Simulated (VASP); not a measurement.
Write the native input for VASP 6.6.1 that does the following.

| Quantity | Value |
| --- | --- |
| Task | relaxation of the atoms |
| Functional | r2SCAN |
| Potentials or basis | VASP PAW PBE potentials, release 64 (Mg, Sb) |
| Cutoff | 580 eV |
| k mesh | 6 × 6 × 4 |
| Occupations | fermi-dirac, width 0.02 eV |
| Spin | no spin polarisation |
| Dipole correction | no |
| Further INCAR settings | ALGO = Normal; EDIFF = 1e-07; IBRION = 2; EDIFFG = -0.01; NSW = 50 |

The system is Mg3Sb2.

```xyz
5
Lattice="4.6612 0.0000 0.0000 -2.3306 4.0367 0.0000 0.0000 0.0000 7.3870" Properties=species:S:1:pos:R:3 pbc="T T T"
Mg    0.0000    2.6911    4.6797
Mg    2.3306    1.3456    2.7073
Mg    0.0000    0.0000    0.0000
Sb    0.0000    2.6911    1.6892
Sb    2.3306    1.3456    5.6978
```

These files were run (other wordings do the same):

POSCAR

```
Mg3Sb2
1.0
    4.6611655300      0.0000000000      0.0000000000
   -2.3305827700      4.0366877600      0.0000000000
    0.0000000000      0.0000000000      7.3869925700
Mg Sb
3 2
Direct
    0.3333333300      0.6666666700      0.6335056500
    0.6666666700      0.3333333300      0.3664943500
    0.0000000000      0.0000000000      0.0000000000
    0.3333333300      0.6666666700      0.2286768400
    0.6666666700      0.3333333300      0.7713231600
```

INCAR.step1

```
SYSTEM = Mg3Sb2
  PREC = Accurate
  ENCUT = 580
  ISMEAR = -1
  SIGMA = 0.02
  LREAL = .False.
  LASPH = .True.
  NELM = 120
  GGA = PE
  ALGO = Normal
  EDIFF = 1E-5
  LWAVE = .True.
  LCHARG = .False.
  GGA_COMPAT = .False.
  IBRION = 2
  EDIFFG = -0.01
  NELMIN = 4
  NSW = 100
```

INCAR.step2

```
SYSTEM = Mg3Sb2
  PREC = Accurate
  ENCUT = 580
  EDIFF = 1E-7
  ISMEAR = -1
  SIGMA = 0.02
  LREAL = .False.
  LASPH = .True.
  NELM = 120
  ALGO = Normal
  ISIF = 2
  LWAVE = .False.
  LCHARG = .False.
  METAGGA = R2SCAN
  LMIXTAU = .True.
  IBRION = 2
  NSW = 50
  EDIFFG = -0.01
  ISTART = 1
  GGA_COMPAT = .False.
  NELMIN = 4
```

KPOINTS

```
regular mesh
0
Gamma
  6 6 4
  0 0 0
```

Potentials or basis: VASP PAW PBE potentials, release 64 (Mg, Sb).

The run is started by

```bash
$ cat potpaw_PBE.64/Mg/POTCAR potpaw_PBE.64/Sb/POTCAR > POTCAR
$ cp INCAR.step1 INCAR
$ mpirun -np 1 vasp_std > vasp.out
$ cp INCAR.step2 INCAR
$ mpirun -np 1 vasp_std > vasp.out
```

It gave:

```json
{
  "Energy gained by relaxing": "0.6 meV/atom",
  "Ionic steps": "6",
  "Pressure after relaxing": "-2.5 GPa",
  "Largest force after relaxing": "0.005 eV/Å",
  "Band gap on the k mesh": "0.62 eV (least direct gap 1.47 eV)"
}
```

Caveat: semilocal functionals underestimate gaps, and a narrow one can read as zero; the PAW data sets were made with another functional, which shifts forces and pressure a little; spin-orbit coupling is left out, which moves the levels of the heavy elements.

It took 7.3 min on 1 thread of Intel(R) Xeon(R) Platinum 8559C (Emerald Rapids) (shared host), peak memory 0.35 GiB.
